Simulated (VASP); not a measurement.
# SnSe (P-6m2) in VASP: a series of runs

Runs on SnSe. Level: PBE+D3(BJ). Tasks: single point, relaxation of cell and atoms.

Program: VASP 6.6.1. These are calculated values, not measurements. Logs are shortened: lines on timing, memory, paths and dates and some standing lists are left out, and cuts for length are marked.

### 1 The cell of the first run

It takes space group P-6m2 (No. 187, hexagonal). The conventional cell has a = 3.954 Å, b = 3.954 Å, c = 8.441 Å, α = 90.00°, β = 90.00°, γ = 120.00°. Sn (site symmetry 3m) has 3 Se at 2.61 Å and 1 Sn at 2.77 Å within 3.4 Å. Se (site symmetry 3m) has 3 Sn at 2.61 Å and 1 Se at 3.15 Å within 3.4 Å.

### 2 Single point, PBE+D3(BJ)

The input, INCAR:

```
SYSTEM = SnSe
PREC = Accurate
ENCUT = 520
EDIFF = 1E-6
ISMEAR = 0
SIGMA = 0.1
LREAL = .False.
LASPH = .True.
NELM = 60
ALGO = Normal
ISIF = 2
LWAVE = .False.
LCHARG = .True.
GGA = PE
IVDW = 12
LELF = .True.
LVHAR = .True.
NBANDS = 28
```

The input, KPOINTS:

```
regular mesh
0
Gamma
  6 6 2
  0 0 0
```

The input, POSCAR:

```
SnSe
1.0
    3.9541977200      0.0000000000      0.0000000000
   -1.9770988600      3.4244356700      0.0000000000
    0.0000000000      0.0000000000      8.4413209700
Sn Se
2 2
Direct
    0.0000000000      0.0000000000      0.1639161200
    0.0000000000      0.0000000000      0.8360838800
    0.3333333300      0.6666666700      0.3134178300
    0.3333333300      0.6666666700      0.6865821700
```

Potentials or basis: VASP PAW PBE potentials, release 64 (Sn_d, Se).

Started as:

```bash
$ cat potpaw_PBE.64/Sn_d/POTCAR potpaw_PBE.64/Se/POTCAR > POTCAR
$ mpirun -np 1 vasp_std > vasp.out
```

OUTCAR:

```text
SYSTEM = SnSe
   PREC = Accurate
   ENCUT = 520
   EDIFF = 1E-6
   ISMEAR = 0
   LREAL = .False.
   LASPH = .True.
   NELM = 60
   ISIF = 2
   GGA = PE
   IVDW = 12
 IVDW          = 12

 ion  position               nearest neighbor table
   1  0.000  0.000  0.164-   3 2.61   3 2.61   3 2.61   2 2.77
   2  0.000  0.000  0.836-   4 2.61   4 2.61   4 2.61   1 2.77
   3  0.333  0.667  0.313-   1 2.61   1 2.61   1 2.61
   4  0.333  0.667  0.687-   2 2.61   2 2.61   2 2.61

  LATTYP: Found a hexagonal cell.
 ALAT       =     3.9541977200
 C/A-ratio  =     2.1347746288

  Lattice vectors:

 A1 = (   3.9541977200,   0.0000000000,   0.0000000000)
 A2 = (  -1.9770988600,   3.4244356700,   0.0000000000)
 A3 = (   0.0000000000,   0.0000000000,   8.4413209700)

Analysis of symmetry for initial positions (statically):
=====================================================================
 Subroutine PRICEL returns:
 Original cell was already a primitive cell.

 Routine SETGRP: Setting up the symmetry group for a
 hexagonal supercell.

 Subroutine GETGRP returns: Found 12 space group operations
 (whereof 12 operations were pure point group operations)
 out of a pool of 24 trial point group operations.

The static configuration has the point symmetry D_3h.

Analysis of symmetry for dynamics (positions and initial velocities):
=====================================================================
 Subroutine PRICEL returns:
 Original cell was already a primitive cell.

 Routine SETGRP: Setting up the symmetry group for a
 hexagonal supercell.

 Subroutine GETGRP returns: Found 12 space group operations
 (whereof 12 operations were pure point group operations)
 out of a pool of 24 trial point group operations.

The dynamic configuration has the point symmetry D_3h.

 Subroutine INISYM returns: Found 12 space group operations
 (whereof 12 operations are pure point group operations),
 and found     1 'primitive' translations

----------------------------------------------------------------------------------------

                                     Primitive cell

  volume of cell :     114.3030

  direct lattice vectors                    reciprocal lattice vectors
     3.954197720  0.000000000  0.000000000     0.252895801  0.146009459  0.000000000
    -1.977098860  3.424435670  0.000000000     0.000000000  0.292018918  0.000000000
     0.000000000  0.000000000  8.441320970     0.000000000  0.000000000  0.118464871

[... 76 lines left out ...]
   EDIFF  = 0.1E-05   stopping-criterion for ELM
   LREAL  =      F    real-space projection
   EDIFFG = 0.1E-04   stopping-criterion for IOM
   NSW    =      0    number of steps for IOM
   IBRION =     -1    ionic relax: 0-MD 1-quasi-New 2-CG
   NFREE  =      0    steps in history (QN), initial steepest desc. (CG)
   ISIF   =      2    stress and relaxation
   ISYM   =      2    0-nonsym 1-usesym 2-fastsym
   POTIM  = 0.5000    time-step for ionic-motion
   TEBEG  =    0.0;   TEEND  =   0.0 temperature during run
   PSTRESS=    0.0 pullay stress
   NELECT =      40.0000    total number of electrons
   NUPDOWN=      -1.0000    fix difference up-down
   EMIN   =  10.00;   EMAX   =-10.00  energy-range for DOS
   EFERMI =   0.00;   METHOD = LEGACY
   ISMEAR =     0;   SIGMA  =   0.10  broadening in eV -4-tet -1-fermi 0-gaus
   EFERMI_NEDOS =   21; number of points for ismear=-14 and -15
   IALGO  =     38    algorithm
   IMIX   =      4    mixing-type and parameters
     AMIX     =   0.40;   BMIX     =  1.00
     AMIX_MAG =   1.60;   BMIX_MAG =  1.00
  volume/ion in A,a.u.               =      28.58       192.84
  Fermi-wavevector in a.u.,A,eV,Ry     =   1.153654  2.180090 18.108231  1.330917
  Thomas-Fermi vector in A             =   2.290296
   LORBIT       =      0    0 simple, 1 ext, 2 COOP (PROOUT), +10 PAW based schemes
   GGA     = PE    functional components
   LHFCALC =     F    Hartree Fock is set to
   AEXX    =    0.0000 exact exchange contribution
   IVDW    =    12    specifies the selected vdW correction
   LEPSILON=     F    determine dielectric tensor
   LRPA    =     F    only Hartree local field effects (RPA)
 non-spin polarized calculation
 Gauss-broadening in eV      SIGMA  =   0.10
  energy-cutoff  :      520.00
  volume of cell :      114.30
 maximum number of plane-waves:      3116
 NGX is ok and might be reduce to    30
   NGX = 15   NGY = 15   NGZ = 31

 number of electron      40.0000015 magnetization

 Free energy of the ion-electron system (eV)
  ---------------------------------------------------
  ext. energy  EPLUGINS =         0.00000000
  ---------------------------------------------------
  free energy    TOTEN  =       -14.38129373 eV

  energy without entropy =      -14.36854349  energy(sigma->0) =      -14.37491861

 E-fermi :   5.8989     XC(G=0):  -9.1617

 val. band max:        5.8568243700   @ k =   0.3333  -0.0000   0.0000
 cond. band min:       5.9649529727   @ k =   0.5000  -0.0000   0.5000
 fundamental gap:      0.1081286027
 Fermi energy:         5.8989412177

 k-point     1 :       0.0000    0.0000    0.0000
  band No.  band energies     occupation
      1     -16.7228      2.00000
      2     -16.5858      2.00000
      3     -16.5858      2.00000
      4     -16.5235      2.00000
      5     -16.5235      2.00000
      6     -16.5228      2.00000
[... 423 lines left out ...]
     27      11.7274      0.00000
     28      12.5656      0.00000

------------------------ aborting loop because EDIFF is reached ----------------------------------------

 Edisp (eV)   -1.32791

 E8    (eV) :    -0.5959

  FORCE on cell =-STRESS in cart. coord.  units (eV):
  Direction    XX          YY          ZZ          XY          YZ          ZX
  --------------------------------------------------------------------------------------
  -------------------------------------------------------------------------------------
  Total       5.48107     5.48107     9.10065     0.00000     0.00000    -0.00000
  in kB      76.82776    76.82776   127.56309     0.00000     0.00000    -0.00000
  external pressure =       93.74 kB  Pullay stress =        0.00 kB

 VOLUME and BASIS-vectors are now :
 -----------------------------------------------------------------------------
  energy-cutoff  :      520.00
  volume of cell :      114.30
      direct lattice vectors                 reciprocal lattice vectors
     3.954197720  0.000000000  0.000000000     0.252895801  0.146009459  0.000000000
    -1.977098860  3.424435670  0.000000000     0.000000000  0.292018918  0.000000000
     0.000000000  0.000000000  8.441320970     0.000000000  0.000000000  0.118464871

 POSITION                                       TOTAL-FORCE (eV/Angst)
 -----------------------------------------------------------------------------------
      0.00000      0.00000      1.38367        -0.000000     -0.000000     -0.377011
      0.00000      0.00000      7.05765        -0.000000     -0.000000      0.377011
     -0.00000      2.28296      2.64566        -0.000000     -0.000000      1.926483
     -0.00000      2.28296      5.79566         0.000000      0.000000     -1.926483
 -----------------------------------------------------------------------------------
    total drift:                                0.000013     -0.000008      0.000000

  FREE ENERGIE OF THE ION-ELECTRON SYSTEM (eV)
  ---------------------------------------------------
  free  energy   TOTEN  =       -15.7092008093 eV

  energy  without entropy=      -15.6964505780  energy(sigma->0) =      -15.70282569
```

stdout:

```text
POSCAR found type information on POSCAR SnSe
 POSCAR found :  2 types and       4 ions
 scaLAPACK will be used
 LDA part: xc-table for (Slater+PW92), standard interpolation
 POSCAR, INCAR and KPOINTS ok, starting setup
 FFT: planning ... GRIDC
 FFT: planning ... GRID_SOFT
 FFT: planning ... GRID
 WAVECAR not read
 entering main loop
```

Run time: 24 s. Hardware: 1 thread of Intel Xeon 6975P-C (Granite Rapids), shared host; peak memory 0.25 GiB.

Results:

| Property | Result |
| --- | --- |
| Free energy | -15.7092 eV |
| Pressure | 9.4 GPa |
| Largest force | 1.926 eV/Å |
| Band gap on the k mesh | zero (bands 20 and 21 overlap by 0.66 eV) |
| Dispersion energy per atom | -0.332 eV |

Forces in eV/Å, atoms in the order of the input:
```
Sn   0.000  0.000 -0.377
Sn   0.000  0.000  0.377
Se   0.000  0.000  1.926
Se   0.000  0.000 -1.926
```

Levels at points of the mesh, in eV from the Fermi level:
| k point | band 16 | band 17 | band 18 | band 19 | band 20 | band 21 | band 22 | band 23 | band 24 | band 25 |
| --- | --- | --- | --- | --- | --- | --- | --- | --- | --- | --- |
| (0.00, 0.00, 0.00) | -3.19 | -3.19 | -2.82 | -2.82 | -0.53 | -0.36 | 1.68 | 1.68 | 3.08 | 3.08 |
| (0.50, 0.00, 0.00) | -4.38 | -4.37 | -3.94 | -3.35 | -0.83 | -0.42 | 1.13 | 1.66 | 2.07 | 4.05 |
| (0.00, 0.00, 0.50) | -3.09 | -2.94 | -2.94 | -1.76 | -1.43 | -0.20 | 1.83 | 1.83 | 2.68 | 2.90 |
| (0.50, 0.00, 0.50) | -5.01 | -4.18 | -4.17 | -3.37 | -1.37 | 0.07 | 0.93 | 2.00 | 2.49 | 4.08 |

Caveat: the k points lie up to 0.37 Å⁻¹ apart, too coarse for converged energies and pressures of a metal; semilocal functionals underestimate gaps, so a narrow gap can read as zero; spin-orbit coupling is left out, which moves the levels of the heavy elements; forces of over 1 eV/Å act on the atoms, so gaps and moduli don't describe the material at rest.

### 3 Single point, PBE+D3(BJ)

This run uses another cell than the first one, of 36.80 Å³/atom.

The input, INCAR:

```
SYSTEM = SnSe
PREC     = Accurate       ! precision mode
ENCUT    = 520            ! plane-wave cutoff, eV
EDIFF    = 1E-6           ! SCF threshold, eV
ISMEAR   = 0              ! smearing method
SIGMA    = 0.1            ! smearing width, eV
LREAL    = .FALSE.        ! projectors in reciprocal space
LASPH    = .TRUE.         ! aspherical terms in the spheres
NELM     = 80             ! most SCF steps
ALGO     = Normal         ! electronic algorithm
ISIF     = 2              ! what is computed and relaxed
LWAVE    = .FALSE.        ! write WAVECAR
LCHARG   = .TRUE.         ! write CHGCAR
GGA      = PE             ! functional
IVDW     = 12             ! dispersion correction
LELF     = .TRUE.         ! ELF
LVHAR    = .TRUE.       
NBANDS   = 28             ! bands
```

The input, KPOINTS:

```
regular mesh
0
G
  6 6 2
  0 0 0
```

The input, POSCAR:

```
SnSe
1.0
    3.9289862985      0.0000000000      0.0000000000
   -1.9644931492      3.4026019456      0.0000000000
    0.0000000000      0.0000000000     11.0092638855
Sn Se
2 2
Direct
    0.0000000000      0.0000000000      0.1903002877
    0.0000000000      0.0000000000      0.8096997123
    0.3333333333      0.6666666667      0.3314240278
    0.3333333333      0.6666666667      0.6685759722
```

Potentials or basis: VASP PAW PBE potentials, release 64 (Sn_d, Se).

Started as:

```bash
$ cat potpaw_PBE.64/Sn_d/POTCAR potpaw_PBE.64/Se/POTCAR > POTCAR
$ mpirun -np 1 vasp_std > vasp.out
```

Run time: 35 s. Hardware: 1 thread of Intel Xeon 6975P-C (Granite Rapids), shared host; peak memory 0.28 GiB.

It converged, with:

| Item | Value |
| --- | --- |
| Free energy | -17.0615 eV |
| Pressure | 0.0 GPa |
| Largest force | 0.038 eV/Å |
| Band gap on the k mesh | 0.88 eV (least direct gap 1.08 eV) |
| Dispersion energy per atom | -0.269 eV |

Forces in eV/Å, atoms in the order of the input:
```
Sn   0.000  0.000 -0.038
Sn   0.000  0.000  0.038
Se   0.000  0.000  0.037
Se   0.000  0.000 -0.037
```

Stress tensor (GPa, compression positive):
```
-0.04  0.00  0.00
 0.00 -0.04  0.00
 0.00  0.00  0.17
```

Levels at points of the mesh, in eV from the valence-band top:
```tsv
k point	band 17	band 18	band 19	band 20	band 21	band 22	band 23	band 24
(0.00, 0.00, 0.00)	-1.14	-1.04	-1.04	-0.04	1.04	2.18	3.80	3.80
(0.50, 0.00, 0.00)	-2.22	-2.13	-2.04	-1.10	0.88	1.88	2.30	3.77
(0.00, 0.00, 0.50)	-1.13	-1.07	-1.05	-1.05	1.44	2.06	3.84	3.84
(0.50, 0.00, 0.50)	-2.21	-2.14	-1.69	-1.48	1.39	1.40	2.60	3.45
```

Caveat: spin-orbit coupling is left out, which moves the levels of the heavy elements.

(Continued in part 2 of 2.)
